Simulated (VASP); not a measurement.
A run of VASP 6.6.1:

The input INCAR:

```
SYSTEM = Si4P
  PREC = Accurate
  ENCUT = 520
  EDIFF = 1E-6
  ISMEAR = 0
  SIGMA = 0.1
  LREAL = .False.
  LASPH = .True.
  NELM = 80
  ALGO = Normal
  ISIF = 2
  LWAVE = .False.
  LCHARG = .True.
  GGA = PE
  LELF = .True.
  LVHAR = .True.
  NBANDS = 18
```

File KPOINTS:

```
regular mesh
0
Gamma
  6 6 4
  0 0 0
```

POSCAR

```
Si4P
1.0
    4.4221901743      0.0000000029      0.0000000000
   -2.2110950897      3.8297290298      0.0000000000
    0.0000000000      0.0000000000      6.7741825490
Si P
4 1
Direct
    0.3333333333      0.6666666667      0.0000000000
    0.6666666667      0.3333333333      0.0000000000
    0.0000000000      0.0000000000      0.3334557303
    0.0000000000      0.0000000000      0.6665442697
    0.0000000000      0.0000000000      0.0000000000
```

Potentials or basis: VASP PAW PBE potentials, release 64 (Si, P).

Command:

```bash
$ cat potpaw_PBE.64/Si/POTCAR potpaw_PBE.64/P/POTCAR > POTCAR
$ mpirun -np 1 vasp_std > vasp.out
```

Hardware: 1 thread of Intel(R) Xeon(R) 6975P-C (Granite Rapids) (shared host).

**Question.** Estimate the wall time of this run.

**Answer.** It took 21 s on 1 thread of Intel(R) Xeon(R) 6975P-C (Granite Rapids), on a shared host, peak memory 0.24 GiB. Counts: scf iterations 13, k points 21.
